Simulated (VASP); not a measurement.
# PtSe (F-43m) in VASP: single point with LDA+U

Aim: the single point of PtSe with LDA+U.

All numbers are computed with VASP 6.6.1; they aren't measurements. Logs are shortened: lines on timing, memory, paths and dates and some standing lists are left out, and cuts for length are marked.

## 1. The cell of the first run

It takes space group F-43m (No. 216, cubic). The conventional cell has a = 6.075 Å, b = 6.075 Å, c = 6.075 Å, α = 90.00°, β = 90.00°, γ = 90.00°. Pt (site symmetry -43m) has 4 Se at 2.63 Å within 3.5 Å. Within 3.5 Å of Se (site symmetry -43m) lie 4 Pt at 2.63 Å.

## 2. Single point, LDA+U, collinear spin, zero start

The input, INCAR:

```
ALGO     = Normal         # electronic algorithm
EDIFF    = 1E-6           # SCF threshold, eV
ENCUT    = 520            # plane-wave cutoff, eV
ISIF     = 2              # what is computed and relaxed
ISMEAR   = 0              # smearing method
ISPIN    = 2              # spin polarisation
LASPH    = True           # aspherical terms in the spheres
LCHARG   = True           # write CHGCAR
LDAU     = True           # DFT+U
LDAUJ    = 0.5 0        
LDAUL    = 2 -1           # shell
LDAUPRINT= 1            
LDAUTYPE = 1            
LDAUU    = 6 0            # U, eV
LELF     = True           # ELF
LMAXMIX  = 4              # l up to which the mixer works
LORBIT   = 11             # projections on sites
LREAL    = False          # projectors in reciprocal space
LVHAR    = True         
LWAVE    = False          # write WAVECAR
MAGMOM   = 0 0 0 0        # initial moments
NBANDS   = 28             # bands
NELM     = 150            # most SCF steps
PREC     = Accurate       # precision mode
SIGMA    = 0.05           # smearing width, eV
```

The input, KPOINTS:

```
k-points
0
Gamma
  5 5 5
```

The input, POSCAR:

```
PtSe
1.0
    0.0000000000      3.0374472300      3.0374472300
    6.0748944600      3.0374472300      3.0374472300
    6.0748944600      6.0748944600      0.0000000000
Pt Se
2 2
Direct
    0.0000000000      0.0000000000      0.0000000000
    0.0000000000      0.0000000000      0.5000000000
    0.2500000000      0.2500000000      0.0000000000
    0.2500000000      0.2500000000      0.5000000000
```

Potentials or basis: VASP PAW LDA potentials, release 64 (Pt, Se).

Run with:

```bash
> cat potpaw_LDA.64/Pt/POTCAR potpaw_LDA.64/Se/POTCAR > POTCAR
> mpirun -np 1 vasp_std > vasp.out
```

OUTCAR:

```text
EDIFF = 1E-6
   ENCUT = 520
   ISIF = 2
   ISMEAR = 0
   ISPIN = 2
   LASPH = True
   LORBIT = 11
   LREAL = False
   NELM = 150
   PREC = Accurate

 ion  position               nearest neighbor table
   1  0.000  0.000  0.000-   3 2.63   4 2.63   4 2.63   3 2.63
   2  0.000  0.000  0.500-   4 2.63   3 2.63   3 2.63   4 2.63
   3  0.250  0.250  0.000-   1 2.63   2 2.63   1 2.63   2 2.63
   4  0.250  0.250  0.500-   2 2.63   1 2.63   1 2.63   2 2.63

  LATTYP: Found a simple tetragonal cell.
 ALAT       =     4.2955990677
 C/A-ratio  =     1.4142135624

  Lattice vectors:

 A1 = (   0.0000000000,  -3.0374472300,   3.0374472300)
 A2 = (   0.0000000000,  -3.0374472300,  -3.0374472300)
 A3 = (   6.0748944600,   0.0000000000,   0.0000000000)

Analysis of symmetry for initial positions (statically):
=====================================================================
 Subroutine PRICEL returns following result:

  LATTYP: Found a face centered cubic cell.
 ALAT       =     6.0748944600
[... 12 lines left out ...]
 Subroutine GETGRP returns: Found  8 space group operations
 (whereof  8 operations were pure point group operations)
 out of a pool of 16 trial point group operations.

The static configuration has the point symmetry D_2d.

Analysis of symmetry for dynamics (positions and initial velocities):
=====================================================================
 Subroutine PRICEL returns following result:

  LATTYP: Found a face centered cubic cell.
 ALAT       =     6.0748944600
[... 12 lines left out ...]
 Subroutine GETGRP returns: Found  8 space group operations
 (whereof  8 operations were pure point group operations)
 out of a pool of 16 trial point group operations.

The dynamic configuration has the point symmetry D_2d.

Analysis of structural, dynamic, and magnetic symmetry:
=====================================================================
 Subroutine PRICEL returns following result:

  LATTYP: Found a face centered cubic cell.
 ALAT       =     6.0748944600
[... 12 lines left out ...]
 Subroutine GETGRP returns: Found  8 space group operations
 (whereof  8 operations were pure point group operations)
 out of a pool of 16 trial point group operations.

The overall configuration has the point symmetry D_2d.

 Subroutine INISYM returns: Found  8 space group operations
 (whereof  8 operations are pure point group operations),
 and found     2 'primitive' translations

----------------------------------------------------------------------------------------

                                     Primitive cell

  volume of cell :      56.0475

  direct lattice vectors                    reciprocal lattice vectors
    -3.037447230  3.037447230  0.000000000    -0.164611913  0.164611913 -0.164611913
    -3.037447230  0.000000000  3.037447230    -0.164611913 -0.164611913  0.164611913
     0.000000000  3.037447230  3.037447230     0.164611913  0.164611913  0.164611913

  length of vectors
     4.295599068  4.295599068  4.295599068     0.285116197  0.285116197  0.285116197

  position of ions in fractional coordinates (direct lattice)
     0.000000000  0.000000000  0.000000000
     0.750000000  0.750000000  0.750000000

  ion indices of the primitive-cell ions
   primitive index   ion index
                 1           1
                 2           3

----------------------------------------------------------------------------------------

 KPOINTS: k-points

Automatic generation of k-mesh.
 Grid dimensions read from file:
 generate k-points for:    5    5    5

 Generating k-lattice:

  Cartesian coordinates                     Fractional coordinates (reciprocal lattice)
    -0.032922383  0.032922383  0.032922383     0.200000000  0.000000000  0.000000000
     0.032922383 -0.032922383  0.032922383     0.000000000  0.200000000  0.000000000
     0.000000000  0.032922383 -0.032922383     0.000000000  0.000000000  0.200000000

  Length of vectors
     0.057023239  0.057023239  0.046559280

  Shift w.r.t. Gamma in fractional coordinates (k-lattice)
[... 89 lines left out ...]
atom =   1  type =  1  l = 2

 onsite density matrix

spin component  1

  0.8297 -0.0000  0.0000 -0.0000 -0.0000
 -0.0000  0.8314  0.0000  0.0000  0.0000
  0.0000  0.0000  0.9165  0.0000  0.0002
 -0.0000  0.0000  0.0000  0.8297  0.0000
 -0.0000  0.0000  0.0002  0.0000  0.9163

spin component  2

  0.8297 -0.0000  0.0000 -0.0000 -0.0000
 -0.0000  0.8314  0.0000  0.0000  0.0000
  0.0000  0.0000  0.9165  0.0000  0.0002
 -0.0000  0.0000  0.0000  0.8297  0.0000
 -0.0000  0.0000  0.0002  0.0000  0.9163

 occupancies and eigenvectors

  o =  0.8297  v =  0.0000  0.0000  0.0000  0.0000  0.0000  1.0000  0.0000  0.0000  0.0000  0.0000      0.0000  0.0000  0.0000  0.0000  0.0000  0.0000  0.0000  0.0000  0.0000  0.0000
  o =  0.8297  v =  0.0000  0.0000  0.0000  0.0000  0.0000  0.0000  0.0000  0.0000  1.0000  0.0000      0.0000  0.0000  0.0000  0.0000  0.0000  0.0000  0.0000  0.0000  0.0000  0.0000
  o =  0.8297  v =  1.0000  0.0000  0.0000  0.0000  0.0000  0.0000  0.0000  0.0000  0.0000  0.0000      0.0000  0.0000  0.0000  0.0000  0.0000  0.0000  0.0000  0.0000  0.0000  0.0000
  o =  0.8297  v =  0.0000  0.0000  0.0000  1.0000  0.0000  0.0000  0.0000  0.0000  0.0000  0.0000      0.0000  0.0000  0.0000  0.0000  0.0000  0.0000  0.0000  0.0000  0.0000  0.0000
  o =  0.8314  v =  0.0000  0.0000  0.0000  0.0000  0.0000  0.0000  1.0000 -0.0000 -0.0000  0.0000      0.0000  0.0000  0.0000  0.0000  0.0000  0.0000  0.0000  0.0000  0.0000  0.0000
  o =  0.8314  v =  0.0000  1.0000 -0.0000 -0.0000  0.0000  0.0000  0.0000  0.0000  0.0000  0.0000      0.0000  0.0000  0.0000  0.0000  0.0000  0.0000  0.0000  0.0000  0.0000  0.0000
  o =  0.9162  v =  0.0000  0.0000  0.0000  0.0000  0.0000  0.0000 -0.0000 -0.5000 -0.0000  0.8660      0.0000  0.0000  0.0000  0.0000  0.0000  0.0000  0.0000  0.0000  0.0000  0.0000
  o =  0.9162  v =  0.0000 -0.0000 -0.5000 -0.0000  0.8660  0.0000  0.0000  0.0000  0.0000  0.0000      0.0000  0.0000  0.0000  0.0000  0.0000  0.0000  0.0000  0.0000  0.0000  0.0000
  o =  0.9166  v =  0.0000  0.0000  0.0000  0.0000  0.0000  0.0000  0.0000  0.8660 -0.0000  0.5000      0.0000  0.0000  0.0000  0.0000  0.0000  0.0000  0.0000  0.0000  0.0000  0.0000
  o =  0.9166  v =  0.0000  0.0000  0.8660 -0.0000  0.5000  0.0000  0.0000  0.0000  0.0000  0.0000      0.0000  0.0000  0.0000  0.0000  0.0000  0.0000  0.0000  0.0000  0.0000  0.0000

atom =   2  type =  1  l = 2

 onsite density matrix

spin component  1

  0.8297 -0.0000 -0.0000 -0.0000 -0.0000
 -0.0000  0.8314  0.0000  0.0000  0.0000
 -0.0000  0.0000  0.9165  0.0000  0.0002
 -0.0000  0.0000  0.0000  0.8297 -0.0000
 -0.0000  0.0000  0.0002 -0.0000  0.9163

spin component  2

  0.8297 -0.0000 -0.0000 -0.0000 -0.0000
 -0.0000  0.8314  0.0000  0.0000  0.0000
 -0.0000  0.0000  0.9165  0.0000  0.0002
 -0.0000  0.0000  0.0000  0.8297 -0.0000
 -0.0000  0.0000  0.0002 -0.0000  0.9163

 occupancies and eigenvectors

  o =  0.8297  v =  0.0000  0.0000  0.0000  0.0000  0.0000  0.0000 -0.0000  0.0000  1.0000 -0.0000      0.0000  0.0000  0.0000  0.0000  0.0000  0.0000  0.0000  0.0000  0.0000  0.0000
  o =  0.8297  v =  0.0000  0.0000  0.0000  0.0000  0.0000  1.0000  0.0000  0.0000  0.0000  0.0000      0.0000  0.0000  0.0000  0.0000  0.0000  0.0000  0.0000  0.0000  0.0000  0.0000
  o =  0.8297  v =  1.0000  0.0000  0.0000  0.0000  0.0000  0.0000  0.0000  0.0000  0.0000  0.0000      0.0000  0.0000  0.0000  0.0000  0.0000  0.0000  0.0000  0.0000  0.0000  0.0000
  o =  0.8297  v =  0.0000 -0.0000 -0.0000  1.0000  0.0000  0.0000  0.0000  0.0000  0.0000  0.0000      0.0000  0.0000  0.0000  0.0000  0.0000  0.0000  0.0000  0.0000  0.0000  0.0000
  o =  0.8314  v =  0.0000  0.0000  0.0000  0.0000  0.0000  0.0000 -1.0000 -0.0000 -0.0000 -0.0000      0.0000  0.0000  0.0000  0.0000  0.0000  0.0000  0.0000  0.0000  0.0000  0.0000
  o =  0.8314  v =  0.0000 -1.0000 -0.0000 -0.0000 -0.0000  0.0000  0.0000  0.0000  0.0000  0.0000      0.0000  0.0000  0.0000  0.0000  0.0000  0.0000  0.0000  0.0000  0.0000  0.0000
  o =  0.9162  v =  0.0000  0.0000  0.0000  0.0000  0.0000  0.0000  0.0000  0.5000 -0.0000 -0.8660      0.0000  0.0000  0.0000  0.0000  0.0000  0.0000  0.0000  0.0000  0.0000  0.0000
  o =  0.9162  v =  0.0000  0.0000  0.5000  0.0000 -0.8660  0.0000  0.0000  0.0000  0.0000  0.0000      0.0000  0.0000  0.0000  0.0000  0.0000  0.0000  0.0000  0.0000  0.0000  0.0000
  o =  0.9166  v =  0.0000  0.0000  0.0000  0.0000  0.0000  0.0000 -0.0000  0.8660 -0.0000  0.5000      0.0000  0.0000  0.0000  0.0000  0.0000  0.0000  0.0000  0.0000  0.0000  0.0000
  o =  0.9166  v =  0.0000 -0.0000  0.8660  0.0000  0.5000  0.0000  0.0000  0.0000  0.0000  0.0000      0.0000  0.0000  0.0000  0.0000  0.0000  0.0000  0.0000  0.0000  0.0000  0.0000

 number of electron      31.9999998 magnetization       0.0000008

 Free energy of the ion-electron system (eV)
  ---------------------------------------------------
  ext. energy  EPLUGINS =         0.00000000
  ---------------------------------------------------
  free energy    TOTEN  =       -13.92626989 eV

  energy without entropy =      -13.92308192  energy(sigma->0) =      -13.92467591

 E-fermi :   2.3036     XC(G=0):  -9.4209

 val. band max:        2.2519204376   @ k =   0.2000   0.2000   0.0000
 cond. band min:       2.3086868411   @ k =   0.0000   0.4000   0.4000
 fundamental gap:      0.0567664035
 Fermi energy:         2.3036124351

 spin component 1

 k-point     1 :       0.0000    0.0000    0.0000
  band No.  band energies     occupation
      1     -10.9683      1.00000
      2     -10.4868      1.00000
      3      -2.7033      1.00000
      4      -2.1943      1.00000
      5      -2.1911      1.00000
      6      -2.1911      1.00000
[... 547 lines left out ...]
     27      11.5264      0.00000
     28      11.7756      0.00000
 Fermi energy:         2.3036124351

 spin component 2

 k-point     1 :       0.0000    0.0000    0.0000
  band No.  band energies     occupation
      1     -10.9683      1.00000
      2     -10.4868      1.00000
      3      -2.7033      1.00000
      4      -2.1943      1.00000
      5      -2.1911      1.00000
      6      -2.1911      1.00000
[... 547 lines left out ...]
     27      11.5264      0.00000
     28      11.7756      0.00000

------------------------ aborting loop because EDIFF is reached ----------------------------------------

  FORCE on cell =-STRESS in cart. coord.  units (eV):
  Direction    XX          YY          ZZ          XY          YZ          ZX
  --------------------------------------------------------------------------------------
  -------------------------------------------------------------------------------------
  Total      -12.3381524    -12.2387541    -12.2387541      0.0000000      0.0000000      0.0000000
  in kB     -176.3496075   -174.9289035   -174.9289035      0.0000000      0.0000000      0.0000000
  external PRESSURE =    -175.4024715 kB  Pullay stress =       0.0000000 kB

 VOLUME and BASIS-vectors are now :
 -----------------------------------------------------------------------------
  energy-cutoff  :      520.00
  volume of cell :      112.09
      direct lattice vectors                 reciprocal lattice vectors
     0.000000000  3.037447230  3.037447230    -0.164611913  0.164611913  0.164611913
     6.074894460  3.037447230  3.037447230     0.164611913 -0.164611913  0.164611913
     6.074894460  6.074894460  0.000000000     0.000000000  0.164611913 -0.164611913

 POSITION                                       TOTAL-FORCE (eV/Angst)
 -----------------------------------------------------------------------------------
      0.00000      0.00000      0.00000        -0.000000     -0.000000     -0.000000
      3.03745      3.03745      0.00000        -0.000000     -0.000000     -0.000000
      1.51872      1.51872      1.51872         0.000000      0.000000      0.000000
      4.55617      4.55617      1.51872         0.000000      0.000000      0.000000
 -----------------------------------------------------------------------------------
    total drift:                               -0.000000     -0.000001     -0.000001

  FREE ENERGIE OF THE ION-ELECTRON SYSTEM (eV)
  ---------------------------------------------------
  free  energy   TOTEN  =       -13.9262698905 eV

  energy  without entropy=      -13.9230819234  energy(sigma->0) =      -13.92467591

 total charge

# of ion       s       p       d       tot
------------------------------------------
    1        0.510   0.284   8.587   9.380
    2        0.510   0.284   8.587   9.380
    3        1.487   2.066   0.056   3.610
    4        1.487   2.066   0.056   3.610
--------------------------------------------------
tot          3.994   4.701  17.286  25.980

 magnetization (x)

# of ion       s       p       d       tot
------------------------------------------
    1       -0.000  -0.000  -0.000  -0.000
    2       -0.000  -0.000  -0.000  -0.000
    3        0.000   0.000  -0.000   0.000
    4        0.000   0.000  -0.000   0.000
--------------------------------------------------
tot         -0.000   0.000  -0.000  -0.000
```

It took 2.1 min on 1 thread of Intel Xeon Platinum 8259CL at 2.50GHz (Skylake/Cascade Lake), shared host; peak memory 0.32 GiB.

What came out:

```
Free energy                                           : -13.9263 eV
Pressure                                              : -17.5 GPa
Band gap on the k mesh                                : zero (filled and empty bands overlap)
Net moment                                            : 0.00 μB per cell
Valence electrons inside the program's atomic spheres : Pt 9.38; Se 3.61
```

Levels at points of the mesh, in eV from the Fermi level:
Spin up:
```tsv
k point	band 13	band 14	band 15	band 16	band 17	band 18	band 19	band 20
(0.00, 0.00, 0.00)	-2.27	-0.90	-0.90	0.87	1.69	1.69	1.69	4.56
```
Spin down:
```csv
k point,band 14,band 15,band 16,band 17,band 18,band 19
"(0.00, 0.00, 0.00)",-0.90,-0.90,0.87,1.69,1.69,1.69
```

Eigenvalues of the final occupation matrices:
```tsv
site	spin	trace	eigenvalues
site 1 d	1	4.32	0.83 0.83 0.83 0.92 0.92
site 1 d	2	4.32	0.83 0.83 0.83 0.92 0.92
site 2 d	1	4.32	0.83 0.83 0.83 0.92 0.92
site 2 d	2	4.32	0.83 0.83 0.83 0.92 0.92
```

Caveat: spin-orbit coupling is left out, which moves the levels of the heavy elements.
